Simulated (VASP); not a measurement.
# WS2 in VASP: notebook

The runs below take WS2 through single point, with PBEsol+D3(BJ).

Everything below comes from runs of VASP 6.6.1. Logs are shortened: lines on timing, memory, paths and dates and some standing lists are left out, and cuts for length are marked.

**1. The cell of the first run**

The cell holds a slab with vacuum, 3 atoms: a = 3.126 Å, b = 3.126 Å, c = 14.879 Å, α = 90.00°, β = 90.00°, γ = 120.00°.

**2. Single point, PBEsol+D3(BJ) (volume scaled by 0.88, then relaxed in part)**

INCAR reads:

```
SYSTEM = WS2
ALGO     = Normal         ! electronic algorithm
EDIFF    = 1E-6           ! SCF threshold, eV
ENCUT    = 520            ! plane-wave cutoff, eV
GGA      = PS             ! functional
ISIF     = 2              ! what is computed and relaxed
ISMEAR   = 0              ! smearing method
IVDW     = 12             ! dispersion correction
LASPH    = .True.         ! aspherical terms in the spheres
LCHARG   = .False.        ! write CHGCAR
LREAL    = .False.        ! projectors in reciprocal space
LWAVE    = .False.        ! write WAVECAR
NBANDS   = 20             ! bands
NELM     = 60             ! most SCF steps
PREC     = Accurate       ! precision mode
SIGMA    = 0.02           ! smearing width, eV
```

KPOINTS reads:

```
k-points
0
Gamma
  12 12 2
  0 0 0
```

POSCAR reads:

```
WS2
1.0
    3.1263378009      0.0000000000      0.0000000000
   -1.5631689004      2.7074879564      0.0000000000
    0.0000000000      0.0000000000     14.8788023406
W S
1 2
Direct
    0.3333333333      0.6666666667      0.0000000000
    0.6666666667      0.3333333333      0.8944073348
    0.6666666667      0.3333333333      0.1055926652
```

Potentials or basis: VASP PAW PBE potentials, release 64 (W_sv, S).

The run is started by

```sh
cat potpaw_PBE.64/W_sv/POTCAR potpaw_PBE.64/S/POTCAR > POTCAR
mpirun -np 1 vasp_std > vasp.out
```

OUTCAR:

```text
SYSTEM = WS2
   EDIFF = 1E-6
   ENCUT = 520
   GGA = PS
   ISIF = 2
   ISMEAR = 0
   IVDW = 12
   LASPH = .True.
   LREAL = .False.
   NELM = 60
   PREC = Accurate
 IVDW          = 12

 ion  position               nearest neighbor table
   1  0.333  0.667  0.000-   2 2.39   3 2.39   2 2.39   3 2.39   2 2.39   3 2.39
   2  0.667  0.333  0.894-   1 2.39   1 2.39   1 2.39
   3  0.667  0.333  0.106-   1 2.39   1 2.39   1 2.39

  LATTYP: Found a hexagonal cell.
 ALAT       =     3.1263378009
 C/A-ratio  =     4.7591793620

  Lattice vectors:

 A1 = (   3.1263378009,   0.0000000000,   0.0000000000)
 A2 = (  -1.5631689004,   2.7074879564,   0.0000000000)
 A3 = (   0.0000000000,   0.0000000000,  14.8788023406)

Analysis of symmetry for initial positions (statically):
=====================================================================
 Subroutine PRICEL returns:
 Original cell was already a primitive cell.

 Routine SETGRP: Setting up the symmetry group for a
 hexagonal supercell.

 Subroutine GETGRP returns: Found 12 space group operations
 (whereof 12 operations were pure point group operations)
 out of a pool of 24 trial point group operations.

The static configuration has the point symmetry D_3h.

Analysis of symmetry for dynamics (positions and initial velocities):
=====================================================================
 Subroutine PRICEL returns:
 Original cell was already a primitive cell.

 Routine SETGRP: Setting up the symmetry group for a
 hexagonal supercell.

 Subroutine GETGRP returns: Found 12 space group operations
 (whereof 12 operations were pure point group operations)
 out of a pool of 24 trial point group operations.

The dynamic configuration has the point symmetry D_3h.

 Subroutine INISYM returns: Found 12 space group operations
 (whereof 12 operations are pure point group operations),
 and found     1 'primitive' translations

----------------------------------------------------------------------------------------

                                     Primitive cell

  volume of cell :     125.9419

  direct lattice vectors                    reciprocal lattice vectors
     3.126337801  0.000000000  0.000000000     0.319863068  0.184673028  0.000000000
    -1.563168900  2.707487956  0.000000000     0.000000000  0.369346057  0.000000000
     0.000000000  0.000000000 14.878802341     0.000000000  0.000000000  0.067209711

  length of vectors
     3.126337801  3.126337801 14.878802341     0.369346057  0.369346057  0.067209711

  position of ions in fractional coordinates (direct lattice)
     0.333333333  0.666666667  0.000000000
     0.666666667  0.333333333  0.894407335
     0.666666667  0.333333333  0.105592665

  ion indices of the primitive-cell ions
   primitive index   ion index
                 1           1
                 2           2
                 3           3

----------------------------------------------------------------------------------------

 KPOINTS: k-points

Automatic generation of k-mesh.
 Grid dimensions read from file:
 generate k-points for:   12   12    2

 Generating k-lattice:

  Cartesian coordinates                     Fractional coordinates (reciprocal lattice)
     0.026655256  0.015389419  0.000000000     0.083333333  0.000000000  0.000000000
     0.000000000  0.030778838  0.000000000     0.000000000  0.083333333  0.000000000
     0.000000000  0.000000000  0.033604855     0.000000000  0.000000000  0.500000000

  Length of vectors
     0.030778838  0.030778838  0.033604855

  Shift w.r.t. Gamma in fractional coordinates (k-lattice)
     0.000000000  0.000000000  0.000000000

 Subroutine IBZKPT returns following result:
 ===========================================

 Found     38 irreducible k-points:

 Following reciprocal coordinates:
            Coordinates               Weight
  0.000000  0.000000  0.000000      1.000000
  0.083333 -0.000000  0.000000      6.000000
  0.166667 -0.000000  0.000000      6.000000
  0.250000 -0.000000  0.000000      6.000000
  0.333333 -0.000000  0.000000      6.000000
  0.416667 -0.000000  0.000000      6.000000
[... 16 lines left out ...]
  0.250000 -0.000000  0.500000      6.000000
  0.333333 -0.000000  0.500000      6.000000
 [... further k-points ...]
   k-points           NKPTS =     38   k-points in BZ     NKDIM =     38   number of bands    NBANDS=     20
   number of dos      NEDOS =    301   number of ions     NIONS =      3
   total plane-waves  NPLWV =  64512
   dimension x,y,z NGX =    24 NGY =   24 NGZ =  112
   dimension x,y,z NGXF=    48 NGYF=   48 NGZF=  224
   ions per type =               1   2
   NGX,Y,Z   is equivalent  to a cutoff of  12.76, 12.76, 12.51 a.u.
   NGXF,Y,Z  is equivalent  to a cutoff of  25.52, 25.52, 25.03 a.u.
 SYSTEM =  WS2
   PREC   = accura    normal or accurate (medium, high low for compatibility)
   ISTART =      0    job   : 0-new  1-cont  2-samecut
   ICHARG =      2    charge: 1-file 2-atom 10-const
   ISPIN  =      1    spin polarized calculation?
   LNONCOLLINEAR =      F non collinear calculations
   LSORBIT =      F    spin-orbit coupling
   LASPH  =      T    aspherical Exc in radial PAW
   ENCUT  =  520.0 eV  38.22 Ry    6.18 a.u.   5.81  5.81 27.66*2*pi/ulx,y,z
   NELM   =     60;   NELMIN=  2; NELMDL= -5     # of ELM steps
   EDIFF  = 0.1E-05   stopping-criterion for ELM
   LREAL  =      F    real-space projection
   EDIFFG = 0.1E-04   stopping-criterion for IOM
   NSW    =      0    number of steps for IOM
   IBRION =     -1    ionic relax: 0-MD 1-quasi-New 2-CG
   NFREE  =      0    steps in history (QN), initial steepest desc. (CG)
   ISIF   =      2    stress and relaxation
   ISYM   =      2    0-nonsym 1-usesym 2-fastsym
   POTIM  = 0.5000    time-step for ionic-motion
   TEBEG  =    0.0;   TEEND  =   0.0 temperature during run
   PSTRESS=    0.0 pullay stress
   NELECT =      26.0000    total number of electrons
   NUPDOWN=      -1.0000    fix difference up-down
   EMIN   =  10.00;   EMAX   =-10.00  energy-range for DOS
   EFERMI =   0.00;   METHOD = LEGACY
   ISMEAR =     0;   SIGMA  =   0.02  broadening in eV -4-tet -1-fermi 0-gaus
   EFERMI_NEDOS =   21; number of points for ismear=-14 and -15
   IALGO  =     38    algorithm
   IMIX   =      4    mixing-type and parameters
     AMIX     =   0.40;   BMIX     =  1.00
     AMIX_MAG =   1.60;   BMIX_MAG =  1.00
  volume/ion in A,a.u.               =      41.98       283.30
  Fermi-wavevector in a.u.,A,eV,Ry     =   0.967555  1.828414 12.737275  0.936163
  Thomas-Fermi vector in A             =   2.097451
   LORBIT       =      0    0 simple, 1 ext, 2 COOP (PROOUT), +10 PAW based schemes
   GGA     = PS    functional components
   LHFCALC =     F    Hartree Fock is set to
   AEXX    =    0.0000 exact exchange contribution
   IVDW    =    12    specifies the selected vdW correction
   LEPSILON=     F    determine dielectric tensor
   LRPA    =     F    only Hartree local field effects (RPA)
 non-spin polarized calculation
 Gauss-broadening in eV      SIGMA  =   0.02
  energy-cutoff  :      520.00
  volume of cell :      125.94
 maximum number of plane-waves:      3412
 NGX is ok and might be reduce to    24
   NGX = 11   NGY = 11   NGZ = 55

 number of electron      25.9999994 magnetization

 Free energy of the ion-electron system (eV)
  ---------------------------------------------------
  ext. energy  EPLUGINS =         0.00000000
  ---------------------------------------------------
  free energy    TOTEN  =       -25.24476254 eV

  energy without entropy =      -25.24476254  energy(sigma->0) =      -25.24476254

 E-fermi :  -0.2430     XC(G=0):  -5.2682

 val. band max:       -0.4339169475   @ k =   0.3333   0.3333   0.0000
 cond. band min:       1.5636652063   @ k =   0.1667   0.1667   0.0000
 fundamental gap:      1.9975821538
 Fermi energy:        -0.2429938595

 k-point     1 :       0.0000    0.0000    0.0000
  band No.  band energies     occupation
      1     -74.3141      2.00000
      2     -38.6101      2.00000
      3     -38.3920      2.00000
      4     -38.3920      2.00000
      5     -15.3974      2.00000
      6     -13.7004      2.00000
[... 12 lines left out ...]
     19       5.2436      0.00000
     20       5.2849      0.00000

 k-point     2 :       0.0833   -0.0000    0.0000
  band No.  band energies     occupation
      1     -74.3126      2.00000
      2     -38.6050      2.00000
      3     -38.4200      2.00000
      4     -38.3985      2.00000
      5     -15.2732      2.00000
      6     -13.6541      2.00000
[... 12 lines left out ...]
     19       5.3854      0.00000
     20       5.7631      0.00000

 k-point     3 :       0.1667   -0.0000    0.0000
  band No.  band energies     occupation
      1     -74.3086      2.00000
      2     -38.5911      2.00000
      3     -38.4957      2.00000
      4     -38.4160      2.00000
      5     -14.9192      2.00000
      6     -13.5222      2.00000
[... 12 lines left out ...]
     19       5.7902      0.00000
     20       6.7485      0.00000

 k-point     4 :       0.2500   -0.0000    0.0000
  band No.  band energies     occupation
      1     -74.3031      2.00000
      2     -38.5976      2.00000
      3     -38.5721      2.00000
      4     -38.4399      2.00000
      5     -14.3909      2.00000
      6     -13.3276      2.00000
[... 12 lines left out ...]
     19       6.3826      0.00000
     20       7.1208      0.00000

 k-point     5 :       0.3333   -0.0000    0.0000
  band No.  band energies     occupation
      1     -74.2977      2.00000
      2     -38.6977      2.00000
      3     -38.5530      2.00000
      4     -38.4637      2.00000
      5     -13.7876      2.00000
      6     -13.1121      2.00000
[... 12 lines left out ...]
     19       6.8964      0.00000
     20       6.9535      0.00000
[... 353 lines left out ...]
      6     -13.6541      2.00000
[... 12 lines left out ...]
     19       5.1576      0.00000
     20       5.9506      0.00000

 k-point    22 :       0.1667   -0.0000    0.5000
  band No.  band energies     occupation
      1     -74.3086      2.00000
      2     -38.5911      2.00000
      3     -38.4957      2.00000
      4     -38.4160      2.00000
      5     -14.9192      2.00000
      6     -13.5222      2.00000
[... 12 lines left out ...]
     19       5.6616      0.00000
     20       7.0635      0.00000

 k-point    23 :       0.2500   -0.0000    0.5000
  band No.  band energies     occupation
      1     -74.3031      2.00000
      2     -38.5976      2.00000
      3     -38.5721      2.00000
      4     -38.4399      2.00000
      5     -14.3909      2.00000
      6     -13.3276      2.00000
[... 12 lines left out ...]
     19       6.1743      0.00000
     20       7.4603      0.00000

 k-point    24 :       0.3333   -0.0000    0.5000
  band No.  band energies     occupation
      1     -74.2977      2.00000
      2     -38.6977      2.00000
      3     -38.5530      2.00000
      4     -38.4637      2.00000
      5     -13.7876      2.00000
      6     -13.1121      2.00000
[... 12 lines left out ...]
     19       6.7399      0.00000
     20       7.1404      0.00000

 [... further k-points ...]

------------------------ aborting loop because EDIFF is reached ----------------------------------------

 Edisp (eV)   -0.76106

 E8    (eV) :    -0.5104

  FORCE on cell =-STRESS in cart. coord.  units (eV):
  Direction    XX          YY          ZZ          XY          YZ          ZX
  --------------------------------------------------------------------------------------
  -------------------------------------------------------------------------------------
  Total      -0.04264    -0.04264     0.04093    -0.00000     0.00000     0.00000
  in kB      -0.54242    -0.54242     0.52070    -0.00000     0.00000     0.00000
  external pressure =       -0.19 kB  Pullay stress =        0.00 kB

 VOLUME and BASIS-vectors are now :
 -----------------------------------------------------------------------------
  energy-cutoff  :      520.00
  volume of cell :      125.94
      direct lattice vectors                 reciprocal lattice vectors
     3.126337801  0.000000000  0.000000000     0.319863068  0.184673028  0.000000000
    -1.563168900  2.707487956  0.000000000     0.000000000  0.369346057  0.000000000
     0.000000000  0.000000000 14.878802341     0.000000000  0.000000000  0.067209711

 POSITION                                       TOTAL-FORCE (eV/Angst)
 -----------------------------------------------------------------------------------
     -0.00000      1.80499      0.00000         0.000000     -0.000000      0.000000
      1.56317      0.90250     13.30771        -0.000000      0.000000     -0.030815
      1.56317      0.90250      1.57109        -0.000000      0.000000      0.030815
 -----------------------------------------------------------------------------------
    total drift:                               -0.000000      0.000000     -0.000000

  FREE ENERGIE OF THE ION-ELECTRON SYSTEM (eV)
  ---------------------------------------------------
  free  energy   TOTEN  =       -26.0058223032 eV

  energy  without entropy=      -26.0058223032  energy(sigma->0) =      -26.00582230
```

It took 53 s on 1 thread of Intel Xeon 6975P-C (Granite Rapids), shared host; peak memory 0.29 GiB.

What came out:

```yaml
Free_energy: -26.0058 eV
Largest_force: 0.031 eV/Å
Band_gap_on_the_k_mesh: 2.00 eV, indirect (least direct gap 2.03 eV)
Dispersion_energy_per_atom: -0.254 eV
```

Forces in eV/Å, atoms in the order of the input:
```
W    0.000  0.000  0.000
S    0.000  0.000 -0.031
S    0.000  0.000  0.031
```

Levels at points of the mesh, in eV from the valence-band top:
| k point | band 9 | band 10 | band 11 | band 12 | band 13 | band 14 | band 15 | band 16 | band 17 | band 18 |
| --- | --- | --- | --- | --- | --- | --- | --- | --- | --- | --- |
| (0.00, 0.00, 0.00) | -2.83 | -2.27 | -1.53 | -1.53 | -0.21 | 3.04 | 3.04 | 3.20 | 3.20 | 5.06 |
| (0.50, 0.00, 0.00) | -4.57 | -3.44 | -2.25 | -1.14 | -0.99 | 3.10 | 3.48 | 4.10 | 4.90 | 5.24 |
| (0.00, 0.00, 0.50) | -2.83 | -2.27 | -1.53 | -1.53 | -0.21 | 3.04 | 3.04 | 3.20 | 3.20 | 5.23 |
| (0.50, 0.00, 0.50) | -4.57 | -3.44 | -2.25 | -1.14 | -0.99 | 3.10 | 3.48 | 4.10 | 4.90 | 5.24 |

Caveat: the cell differs from its parent crystal (volume scaled by 0.88, then relaxed in part); the PAW data sets were made with another functional, which shifts forces and pressure a little; spin-orbit coupling is left out, which moves the levels of the heavy elements.

**3. Single point, PBEsol+D3(BJ)**

This run uses another cell than the first one, of 47.71 Å³/atom, 1.136 times its volume.

INCAR reads:

```
ALGO     = Normal         # electronic algorithm
EDIFF    = 1E-7           # SCF threshold, eV
ENCUT    = 520            # plane-wave cutoff, eV
GGA      = PS             # functional
ISIF     = 2              # what is computed and relaxed
ISMEAR   = 0              # smearing method
IVDW     = 12             # dispersion correction
LASPH    = True           # aspherical terms in the spheres
LCHARG   = True           # write CHGCAR
LELF     = True           # ELF
LREAL    = False          # projectors in reciprocal space
LVHAR    = True         
LWAVE    = False          # write WAVECAR
NBANDS   = 20             # bands
NELM     = 100            # most SCF steps
PREC     = Accurate       # precision mode
SIGMA    = 0.02           # smearing width, eV
```

KPOINTS reads:

```
k-points
0
Gamma
  12 12 2
```

POSCAR reads:

```
WS2
1.0
    3.1237017612      0.0000000000      0.0000000000
   -1.5618508806      2.7052050790      0.0000000000
    0.0000000000      0.0000000000     16.9362782745
W S
1 2
Direct
    0.3333333333      0.6666666667      0.0000000000
    0.6666666667      0.3333333333      0.9071448047
    0.6666666667      0.3333333333      0.0928551953
```

Potentials or basis: VASP PAW PBE potentials, release 64 (W_sv, S).

The run is started by

```sh
cat potpaw_PBE.64/W_sv/POTCAR potpaw_PBE.64/S/POTCAR > POTCAR
mpirun -np 1 vasp_std > vasp.out
```

Run time: 77 s. Hardware: 1 thread of Intel Xeon 6975P-C (Granite Rapids), shared host; peak memory 0.31 GiB.

It converged, with:

- Free energy: -26.0028 eV
- Largest force: 0.019 eV/Å
- Band gap on the k mesh: 1.99 eV, indirect (least direct gap 2.04 eV)
- Dispersion energy per atom: -0.253 eV

Forces in eV/Å, atoms in the order of the input:
```
W    0.000  0.000  0.000
S    0.000  0.000 -0.019
S    0.000  0.000  0.019
```

Levels at points of the mesh, in eV from the valence-band top:
```csv
k point,band 11,band 12,band 13,band 14,band 15,band 16
"(0.00, 0.00, 0.00)",-1.52,-1.52,-0.22,3.05,3.05,3.20
"(0.50, 0.00, 0.00)",-2.26,-1.13,-0.99,3.11,3.48,4.10
"(0.00, 0.00, 0.50)",-1.52,-1.52,-0.22,3.05,3.05,3.20
"(0.50, 0.00, 0.50)",-2.26,-1.13,-0.99,3.11,3.48,4.10
```

Caveat: the PAW data sets were made with another functional, which shifts forces and pressure a little; spin-orbit coupling is left out, which moves the levels of the heavy elements.

[end of part 1 of 3]
